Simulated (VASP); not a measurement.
# NiH6 (Pm-3m) in VASP: a series of runs, part 2 of 2

VASP 6.6.1.

## Step 3: Single point, PBE

This run uses another cell than the first one, of 6.92 Å³/atom.

Contents of INCAR:

```
PREC     = Accurate       # precision mode
ENCUT    = 520            # plane-wave cutoff, eV
EDIFF    = 1E-6           # SCF threshold, eV
ISMEAR   = 0              # smearing method
SIGMA    = 0.1            # smearing width, eV
LREAL    = F              # projectors in reciprocal space
LASPH    = T              # aspherical terms in the spheres
NELM     = 80             # most SCF steps
ALGO     = Normal         # electronic algorithm
ISIF     = 2              # what is computed and relaxed
LWAVE    = F              # write WAVECAR
LCHARG   = F              # write CHGCAR
GGA      = PE             # functional
NBANDS   = 17             # bands
```

Contents of KPOINTS:

```
regular mesh
0
Gamma
  10 10 10
```

Contents of POSCAR:

```
NiH6
1.0
    3.6457536332      0.0000000000      0.0000000000
    0.0000000000      3.6457536332      0.0000000000
    0.0000000000      0.0000000000      3.6457536332
Ni H
1 6
Direct
    0.0000000000      0.0000000000      0.0000000000
    0.5000000000      0.5000000000      0.1064156323
    0.5000000000      0.5000000000      0.8935843677
    0.1064156323      0.5000000000      0.5000000000
    0.8935843677      0.5000000000      0.5000000000
    0.5000000000      0.1064156323      0.5000000000
    0.5000000000      0.8935843677      0.5000000000
```

Potentials or basis: VASP PAW PBE potentials, release 64 (Ni, H).

Command:

```sh
$ cat potpaw_PBE.64/Ni/POTCAR potpaw_PBE.64/H/POTCAR > POTCAR
$ mpirun -np 1 vasp_std > vasp.out
```

Wall time 36 s (1 thread of Intel Xeon Platinum 8259CL at 2.50GHz (Skylake/Cascade Lake), shared host); peak memory 0.18 GiB.

It converged, with:

```yaml
Free_energy: -20.8885 eV
Pressure: -0.4 GPa
Band_gap_on_the_k_mesh: zero (bands 8 and 9 overlap by 0.05 eV)
```

Forces in eV/Å, atoms in the order of the input:
```
Ni   0.000  0.000  0.000
H    0.000  0.000  0.003
H    0.000  0.000 -0.003
H    0.003  0.000  0.000
H   -0.003  0.000  0.000
H    0.000  0.003  0.000
H    0.000 -0.003  0.000
```

Levels at points of the mesh, in eV from the Fermi level:
```tsv
k point	band 6	band 7	band 8	band 9	band 10	band 11
(0.00, 0.00, 0.00)	-0.29	-0.29	-0.29	2.35	3.00	3.00
(0.50, 0.00, 0.00)	-0.62	-0.26	-0.15	1.19	5.52	5.52
(0.50, 0.50, 0.00)	-0.50	-0.13	-0.03	0.48	2.70	4.96
(0.50, 0.50, 0.50)	-0.11	-0.02	-0.02	-0.02	1.75	1.75
```

## Step 4: Relaxation of cell and atoms, PBE, collinear spin, ferromagnetic start

This run uses another cell than the first one, of 7.88 Å³/atom.

Contents of INCAR:

```
SYSTEM = NiH6
ALGO     = Normal         ! electronic algorithm
EDIFF    = 1E-6           ! SCF threshold, eV
EDIFFG   = -0.04          ! ionic threshold
ENCUT    = 600            ! plane-wave cutoff, eV
GGA      = PE             ! functional
IBRION   = 2              ! ionic algorithm
ISIF     = 3              ! what is computed and relaxed
ISMEAR   = 0              ! smearing method
ISPIN    = 2              ! spin polarisation
LASPH    = .TRUE.         ! aspherical terms in the spheres
LCHARG   = .FALSE.        ! write CHGCAR
LMAXMIX  = 4              ! l up to which the mixer works
LORBIT   = 11             ! projections on sites
LREAL    = .FALSE.        ! projectors in reciprocal space
LWAVE    = .FALSE.        ! write WAVECAR
MAGMOM   = 2 0 0 0 0 0 0  ! initial moments
NELM     = 150            ! most SCF steps
NSW      = 90             ! ionic steps
PREC     = Accurate       ! precision mode
SIGMA    = 0.1            ! smearing width, eV
```

Contents of KPOINTS:

```
k-points
0
G
  4 4 4
  0 0 0
```

Contents of POSCAR:

```
NiH6
1.0
    3.8059208800      0.0000000000      0.0000000000
    0.0000000000      3.8059208800      0.0000000000
    0.0000000000      0.0000000000      3.8059208800
Ni H
1 6
Direct
    0.0000000000      0.0000000000      0.0000000000
    0.5000000000      0.5000000000      0.2070000000
    0.5000000000      0.5000000000      0.7930000000
    0.2070000000      0.5000000000      0.5000000000
    0.7930000000      0.5000000000      0.5000000000
    0.5000000000      0.2070000000      0.5000000000
    0.5000000000      0.7930000000      0.5000000000
```

Command:

```sh
$ cat potpaw_PBE.64/Ni/POTCAR potpaw_PBE.64/H/POTCAR > POTCAR
$ mpirun -np 1 vasp_std > vasp.out
```

Wall time 10 min (1 thread of Intel Xeon Platinum 8259CL at 2.50GHz (Skylake/Cascade Lake), shared host); peak memory 0.2 GiB.

It converged, with:

```yaml
Free_energy: -20.8851 eV
Relaxed_volume: 7.38 Å³/atom
Relaxed_cell: a = 3.725 Å, b = 3.725 Å, c = 3.725 Å, α = 90.00°, β = 90.00°, γ = 90.00°
Space_group_after_relaxing_to_0.1_Å: Pm-3m (No. 221)
Energy_gained_by_relaxing: 613.8 meV/atom
Ionic_steps: 30
Pressure_after_relaxing: 0.0 GPa
Largest_force_after_relaxing: 0.024 eV/Å
Band_gap_on_the_k_mesh: zero (filled and empty bands touch)
Net_moment: 0.00 μB per cell
Valence_electrons_inside_the_program's_atomic_spheres: Ni 8.90; H 0.62
```

Forces on the atoms (eV/Å):
```
Ni   0.000  0.000  0.000
H    0.000  0.000 -0.024
H    0.000  0.000  0.024
H   -0.024  0.000  0.000
H    0.024  0.000  0.000
H    0.000 -0.024  0.000
H    0.000  0.024  0.000
```

The path:
| step | energy change (eV) | largest force (eV/Å) | pressure (GPa) | volume (Å³) |
| --- | --- | --- | --- | --- |
| 1 | 0.0000 | 0.5307 | -18.93 | 55.13 |
| 2 | -0.9440 | 0.9065 | -18.98 | 48.03 |
| 3 | -2.8293 | 0.9458 | 1.53 | 30.44 |
| 4 | -2.8176 | 0.8486 | 9.84 | 28.50 |
| 5 | -2.8361 | 0.9013 | 5.29 | 29.46 |
| 6 | -3.1802 | 0.6051 | 16.53 | 28.76 |
| 7 | -3.2277 | 0.1573 | 27.58 | 28.35 |
| 8 | -3.3625 | 1.2177 | 30.28 | 29.61 |
| 9 | -3.3669 | 0.9232 | 30.02 | 29.45 |
| 10 | -3.6698 | 0.7151 | 21.40 | 31.51 |
| 11 | -4.1571 | 0.1317 | 5.81 | 38.25 |
| 12 | -4.1816 | 1.2467 | -4.08 | 54.49 |
| 13 | -4.2499 | 0.6227 | -2.37 | 47.68 |
| 14 | -4.2473 | 0.1294 | 0.67 | 42.70 |
| 15 | -4.2564 | 0.2850 | -0.08 | 44.39 |
| 16 | -4.2574 | 0.3863 | -0.77 | 45.41 |
| 17 | -4.2574 | 0.3486 | -0.77 | 45.04 |
| 18 | -4.2736 | 0.0754 | 1.96 | 46.03 |
| 19 | -4.2725 | 0.2209 | 1.73 | 46.31 |
| 20 | -4.2735 | 0.1218 | 1.69 | 46.12 |
| 21 | -4.2792 | 0.1737 | 1.60 | 47.20 |
| 22 | -4.2822 | 0.4913 | 1.86 | 49.87 |
| 23 | -4.2837 | 0.3390 | 1.69 | 48.83 |
| 24 | -4.2896 | 0.2234 | 1.20 | 49.44 |
| 25 | -4.2948 | 0.0583 | 0.55 | 50.35 |
| 26 | -4.2934 | 0.2577 | -0.71 | 52.21 |
| 27 | -4.2961 | 0.0749 | -0.01 | 51.12 |
| 28 | -4.2961 | 0.0669 | 0.06 | 51.07 |
| 29 | -4.2964 | 0.0530 | 0.01 | 51.27 |
| 30 | -4.2969 | 0.0244 | -0.05 | 51.67 |

Final structure:
```
Ni H
1.0
     3.72450    0.00000    0.00000
     0.00000    3.72450    0.00000
     0.00000    0.00000    3.72450
Ni H
1 6
Cartesian
  3.7245 0.0000 0.0000
  1.8623 1.8623 0.3833
  1.8623 1.8623 3.3412
  0.3833 1.8623 1.8623
  3.3412 1.8623 1.8623
  1.8623 0.3833 1.8623
  1.8623 3.3412 1.8623
```

Levels at points of the mesh, in eV from the Fermi level:
Spin up:
```tsv
k point	band 6	band 7	band 8	band 9	band 10	band 11
(0.00, 0.00, 0.00)	-0.31	-0.31	-0.31	1.96	2.89	2.89
(0.50, 0.00, 0.00)	-0.62	-0.29	-0.20	0.81	5.32	5.32
(0.50, 0.50, 0.00)	-0.50	-0.17	-0.11	0.34	2.52	4.57
(0.50, 0.50, 0.50)	-0.16	-0.09	-0.09	-0.09	1.66	1.66
```
Spin down:
```
           k point  band 4  band 5  band 6  band 7  band 8  band 9  band 10  band 11  band 12  band 13
(0.00, 0.00, 0.00)   -0.41   -0.41   -0.31   -0.31   -0.31    1.96     2.89     2.89     2.89    11.15
(0.50, 0.00, 0.00)   -0.81   -0.62   -0.62   -0.29   -0.20    0.81     5.32     5.32     5.55     6.60
(0.50, 0.50, 0.00)   -1.52   -0.50   -0.50   -0.17   -0.11    0.34     2.52     4.57     4.57     5.98
(0.50, 0.50, 0.50)   -1.11   -0.16   -0.16   -0.09   -0.09   -0.09     1.66     1.66     1.66     2.25
```

Caveat: the k points lie up to 0.42 Å⁻¹ apart in the final cell.

## Step 5: Relaxation of cell and atoms, PBE

This run uses another cell than the first one, of 7.06 Å³/atom.

Contents of INCAR:

```
SYSTEM = NiH6
  PREC = Accurate
  ENCUT = 600
  EDIFF = 1E-6
  ISMEAR = 0
  SIGMA = 0.1
  LREAL = .False.
  LASPH = .True.
  NELM = 60
  ALGO = Normal
  ISIF = 3
  LWAVE = .False.
  LCHARG = .False.
  GGA = PE
  IBRION = 2
  NSW = 100
  EDIFFG = -0.01
```

Contents of KPOINTS:

```
regular mesh
0
Gamma
  10 10 10
  0 0 0
```

Contents of POSCAR:

```
NiH6
1.0
    3.6704287058      0.0000000000      0.0000000000
    0.0000000000      3.6704287058      0.0000000000
    0.0000000000      0.0000000000      3.6704287058
Ni H
1 6
Direct
    0.0000000000      0.0000000000      0.0000000000
    0.5000000000      0.5000000000      0.1052335378
    0.5000000000      0.5000000000      0.8947664622
    0.1052335378      0.5000000000      0.5000000000
    0.8947664622      0.5000000000      0.5000000000
    0.5000000000      0.1052335378      0.5000000000
    0.5000000000      0.8947664622      0.5000000000
```

Command:

```sh
$ cat potpaw_PBE.64/Ni/POTCAR potpaw_PBE.64/H/POTCAR > POTCAR
$ mpirun -np 1 vasp_std > vasp.out
```

It took 2 min on 1 thread of Intel Xeon Platinum 8259CL at 2.50GHz (Skylake/Cascade Lake), shared host; peak memory 0.19 GiB.

The run converged. Its results:

```yaml
Free_energy: -20.8930 eV
Relaxed_volume: 7.05 Å³/atom
Relaxed_cell: a = 3.668 Å, b = 3.668 Å, c = 3.668 Å, α = 90.00°, β = 90.00°, γ = 90.00°
Space_group_after_relaxing_to_0.1_Å: Pm-3m (No. 221)
Energy_gained_by_relaxing: 0.0 meV/atom
Ionic_steps: 4
Pressure_after_relaxing: -0.2 GPa
Largest_force_after_relaxing: 0.005 eV/Å
Band_gap_on_the_k_mesh: zero (bands 8 and 9 overlap by 0.05 eV)
```

Forces on the atoms (eV/Å):
```
Ni   0.000  0.000  0.000
H    0.000  0.000 -0.005
H    0.000  0.000  0.005
H   -0.005  0.000  0.000
H    0.005  0.000  0.000
H    0.000 -0.005  0.000
H    0.000  0.005  0.000
```

The path:
```csv
step,energy change (eV),largest force (eV/Å),pressure (GPa),volume (Å³)
1,0.0000,0.0354,-0.13,49.45
2,0.0000,0.0398,-0.34,49.41
3,-0.0001,0.0061,-0.25,49.43
4,-0.0002,0.0046,-0.19,49.34
```

Final structure:
```xyz
7
Lattice="3.6678 0.0000 0.0000 0.0000 3.6678 0.0000 0.0000 0.0000 3.6678" Properties=species:S:1:pos:R:3 pbc="T T T"
Ni    0.0000    0.0000    3.6678
H     1.8339    1.8339    0.3872
H     1.8339    1.8339    3.2807
H     0.3872    1.8339    1.8339
H     3.2807    1.8339    1.8339
H     1.8339    0.3872    1.8339
H     1.8339    3.2807    1.8339
```

Levels at points of the mesh, in eV from the Fermi level:
```tsv
k point	band 6	band 7	band 8	band 9	band 10	band 11
(0.00, 0.00, 0.00)	-0.28	-0.28	-0.28	2.26	3.00	3.00
(0.50, 0.00, 0.00)	-0.61	-0.26	-0.15	1.11	5.49	5.49
(0.50, 0.50, 0.00)	-0.48	-0.13	-0.04	0.45	2.68	4.87
(0.50, 0.50, 0.50)	-0.11	-0.03	-0.03	-0.03	1.75	1.75
```
